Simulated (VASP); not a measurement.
# I (P6_3/mmc) in VASP: notebook

Runs on I. Level: PBE. Tasks: relaxation of cell and atoms.

Program: VASP 6.6.1. These are calculated values, not measurements. Logs are shortened: lines on timing, memory, paths and dates and some standing lists are left out, and cuts for length are marked.

## 1. The cell of the first run

Symmetry: P6_3/mmc, No. 194, hexagonal system. The conventional cell has a = 3.590 Å, b = 3.590 Å, c = 5.862 Å, α = 90.00°, β = 90.00°, γ = 120.00°. I (site symmetry -6m2) has 12 I at 3.59 Å within 4.7 Å.

## 2. Relaxation of cell and atoms, PBE

Input file INCAR:

```
SYSTEM = I
ALGO     = Normal         ! electronic algorithm
EDIFF    = 1E-6           ! SCF threshold, eV
EDIFFG   = -0.03          ! ionic threshold
ENCUT    = 600            ! plane-wave cutoff, eV
GGA      = PE             ! functional
IBRION   = 2              ! ionic algorithm
ISIF     = 3              ! what is computed and relaxed
ISMEAR   = -1             ! smearing method
LASPH    = .True.         ! aspherical terms in the spheres
LCHARG   = .False.        ! write CHGCAR
LREAL    = .False.        ! projectors in reciprocal space
LWAVE    = .False.        ! write WAVECAR
NELM     = 100            ! most SCF steps
NSW      = 50             ! ionic steps
PREC     = Accurate       ! precision mode
SIGMA    = 0.02           ! smearing width, eV
```

Input file KPOINTS:

```
k-points
0
Gamma
  6 6 3
  0 0 0
```

Input file POSCAR:

```
I
1.0
    3.5900000000      0.0000000000      0.0000000000
   -1.7950000000      3.1090311996      0.0000000000
    0.0000000000      0.0000000000      5.8624700000
I
2
Direct
    0.3333333333      0.6666666667      0.2500000000
    0.6666666667      0.3333333333      0.7500000000
```

Potentials or basis: VASP PAW PBE potentials, release 64 (I).

Started as:

```sh
cat potpaw_PBE.64/I/POTCAR > POTCAR
mpirun -np 1 vasp_std > vasp.out
```

OUTCAR:

```text
SYSTEM = I
   EDIFF = 1E-6
   EDIFFG = -0.03
   ENCUT = 600
   GGA = PE
   IBRION = 2
   ISIF = 3
   ISMEAR = -1
   LASPH = .True.
   LREAL = .False.
   NELM = 100
   NSW = 50
   PREC = Accurate

 ion  position               nearest neighbor table
   1  0.333  0.667  0.250-
   2  0.667  0.333  0.750-

  LATTYP: Found a hexagonal cell.
 ALAT       =     3.5900000000
 C/A-ratio  =     1.6330000000

  Lattice vectors:

 A1 = (   3.5900000000,   0.0000000000,   0.0000000000)
 A2 = (  -1.7950000000,   3.1090311996,   0.0000000000)
 A3 = (   0.0000000000,   0.0000000000,   5.8624700000)

Analysis of symmetry for initial positions (statically):
=====================================================================
 Subroutine PRICEL returns:
 Original cell was already a primitive cell.

 Routine SETGRP: Setting up the symmetry group for a
 hexagonal supercell.

 Subroutine GETGRP returns: Found 24 space group operations
 (whereof 12 operations were pure point group operations)
 out of a pool of 24 trial point group operations.

The static configuration has the point symmetry D_3d.
 The point group associated with its full space group is D_6h.

Analysis of symmetry for dynamics (positions and initial velocities):
=====================================================================
 Subroutine PRICEL returns:
 Original cell was already a primitive cell.

 Routine SETGRP: Setting up the symmetry group for a
 hexagonal supercell.

 Subroutine GETGRP returns: Found 24 space group operations
 (whereof 12 operations were pure point group operations)
 out of a pool of 24 trial point group operations.

The dynamic configuration has the point symmetry D_3d.
 The point group associated with its full space group is D_6h.

 Subroutine INISYM returns: Found 24 space group operations
 (whereof 12 operations are pure point group operations),
 and found     1 'primitive' translations

----------------------------------------------------------------------------------------

                                     Primitive cell

  volume of cell :      65.4335

  direct lattice vectors                    reciprocal lattice vectors
     3.590000000  0.000000000  0.000000000     0.278551532  0.160821802  0.000000000
    -1.795000000  3.109031200  0.000000000     0.000000000  0.321643604  0.000000000
     0.000000000  0.000000000  5.862470000     0.000000000  0.000000000  0.170576566

  length of vectors
     3.590000000  3.590000000  5.862470000     0.321643604  0.321643604  0.170576566

  position of ions in fractional coordinates (direct lattice)
     0.333333333  0.666666667  0.250000000
[... 94 lines left out ...]
   AEXX    =    0.0000 exact exchange contribution
   IVDW    =     0    specifies the selected vdW correction
   LEPSILON=     F    determine dielectric tensor
   LRPA    =     F    only Hartree local field effects (RPA)
 conjugate gradient relaxation of ions
 non-spin polarized calculation
  energy-cutoff  :      600.00
  volume of cell :       65.43
 maximum number of plane-waves:      2205
 NGX is ok and might be reduce to    30
   NGX = 15   NGY = 15   NGZ = 23

--------------------------------------- Ionic step        1  -------------------------------------------

 number of electron      14.0000000 magnetization

 Free energy of the ion-electron system (eV)
  ---------------------------------------------------
  ext. energy  EPLUGINS =         0.00000000
  ---------------------------------------------------
  free energy    TOTEN  =        -1.95201188 eV

  energy without entropy =       -1.93821017  energy(sigma->0) =       -1.94511102

------------------------ aborting loop because EDIFF is reached ----------------------------------------

  FORCE on cell =-STRESS in cart. coord.  units (eV):
  Direction    XX          YY          ZZ          XY          YZ          ZX
  --------------------------------------------------------------------------------------
  -------------------------------------------------------------------------------------
  Total        1.2645081      1.2645081      0.5774983      0.0000000     -0.0000000      0.0000000
  in kB       30.9622155     30.9622155     14.1403812      0.0000000     -0.0000000      0.0000000
  external PRESSURE =      25.3549374 kB  Pullay stress =       0.0000000 kB
[... 23 lines left out ...]
--------------------------------------- Ionic step        2  -------------------------------------------

 number of electron      13.9999997 magnetization

 E-fermi :   4.4404     XC(G=0):  -9.0868

 val. band max:        4.3937976649   @ k =   0.3333   0.0000   0.0000
 cond. band min:       4.4443111167   @ k =   0.1667   0.1667   0.0000
 fundamental gap:      0.0505134518
 Fermi energy:         4.4403956098

 k-point     1 :       0.0000    0.0000    0.0000
  band No.  band energies     occupation
      1      -8.9722      2.00000
      2      -7.4967      2.00000
      3      -0.1019      2.00000
      4       4.5763      0.00223
      5       4.5763      0.00223
      6       5.3346      0.00000
      7       5.3346      0.00000
      8       5.4808      0.00000
      9      10.7473      0.00000
     10      11.5148      0.00000
     11      13.8068      0.00000
[... 245 lines left out ...]
  FREE ENERGIE OF THE ION-ELECTRON SYSTEM (eV)
  ---------------------------------------------------
  free  energy   TOTEN  =        -2.0146337419 eV

  energy  without entropy=       -2.0065859174  energy(sigma->0) =       -2.01060983

[... ionic steps 4 to 9 ...]

--------------------------------------- Ionic step       10  -------------------------------------------

 number of electron      13.9999999 magnetization

------------------------ aborting loop because EDIFF is reached ----------------------------------------
[... 67 lines left out ...]
--------------------------------------- Ionic step       12  -------------------------------------------

 number of electron      14.0000004 magnetization

 Free energy of the ion-electron system (eV)
  ---------------------------------------------------
  ext. energy  EPLUGINS =         0.00000000
  ---------------------------------------------------
  free energy    TOTEN  =        -2.39580704 eV

  energy without entropy =       -2.39392446  energy(sigma->0) =       -2.39486575

 E-fermi :   3.7279     XC(G=0):  -8.5107

 val. band max:        3.6870511785   @ k =   0.1667   0.0000   0.0000
 cond. band min:       3.7730102567   @ k =   0.1667   0.1667   0.0000
 fundamental gap:      0.0859590782
 Fermi energy:         3.7279079373

 k-point     1 :       0.0000    0.0000    0.0000
  band No.  band energies     occupation
      1      -9.8192      2.00000
      2      -7.3759      2.00000
      3      -0.0901      2.00000
      4       1.5551      2.00000
      5       1.5551      2.00000
      6       3.4681      2.00000
      7       3.4681      2.00000
      8       4.7188      0.00000
      9       8.1021      0.00000
     10       9.3278      0.00000
     11      11.6730      0.00000
[... 209 lines left out ...]
  FREE ENERGIE OF THE ION-ELECTRON SYSTEM (eV)
  ---------------------------------------------------
  free  energy   TOTEN  =        -2.3958070391 eV

  energy  without entropy=       -2.3939244589  energy(sigma->0) =       -2.39486575

 reached required accuracy - stopping structural energy minimisation
```

CONTCAR:

```text
I
   1.00000000000000
     4.3736164225421392    0.0000000000000000   -0.0000000000000001
    -2.1868082112710696    3.7876629283530252    0.0000000000000002
    -0.0000000000000000    0.0000000000000000    4.7021410351255337
  I
     2
Direct
     0.3333333332999970    0.6666666667000030    0.2500000000000000
     0.6666666667000030    0.3333333332999970    0.7500000000000000

  0.00000000E+00  0.00000000E+00  0.00000000E+00
  0.00000000E+00  0.00000000E+00  0.00000000E+00
```

It took 84 s on 1 thread of Intel Xeon 6975P-C (Granite Rapids), shared host; peak memory 0.2 GiB.

What came out:

* Free energy: -2.3958 eV
* Relaxed volume: 38.95 Å³/atom
* Relaxed cell: a = 4.374 Å, b = 4.374 Å, c = 4.702 Å, α = 90.00°, β = 90.00°, γ = 120.00°
* Space group after relaxing (to 0.1 Å): P6_3/mmc (No. 194)
* Energy gained by relaxing: 221.9 meV/atom
* Ionic steps: 12
* Pressure after relaxing: 0.0 GPa
* Band gap on the k mesh: zero (bands 7 and 8 overlap by 1.19 eV)

Step by step:
```
step  energy change (eV)  largest force (eV/Å)  pressure (GPa)  volume (Å³)
   1              0.0000                0.0000            2.54        65.43
   2             -0.0564                0.0000            0.24        70.45
   3             -0.0626                0.0000           -0.57        72.93
   4             -0.1286                0.0000           -1.24        75.09
   5             -0.3274                0.0000           -2.04        80.95
   6             -0.3593                0.0000           -1.48        88.97
   7             -0.3886                0.0000           -1.86        85.22
   8             -0.4335                0.0000            0.49        78.02
   9             -0.4402                0.0000           -0.22        79.77
  10             -0.4402                0.0000           -0.26        79.88
  11             -0.4423                0.0000           -0.16        79.14
  12             -0.4438                0.0000            0.04        77.89
```

Final structure:
```cif
data_structure
_symmetry_space_group_name_H-M 'P 1'
_symmetry_Int_Tables_number 1
_cell_length_a 4.3736
_cell_length_b 4.3736
_cell_length_c 4.7021
_cell_angle_alpha 90.000
_cell_angle_beta 90.000
_cell_angle_gamma 120.000
_cell_volume 77.89
loop_
_atom_site_label
_atom_site_type_symbol
_atom_site_fract_x
_atom_site_fract_y
_atom_site_fract_z
_atom_site_occupancy
I1 I 0.33333 0.66667 0.25000 1
I2 I 0.66667 0.33333 0.75000 1
```

Caveat: the volume moved by over 15 % at a fixed basis, so the end points are rough; spin-orbit coupling is left out, which moves the levels of the heavy elements.

(Part 1 of 2 ends here.)
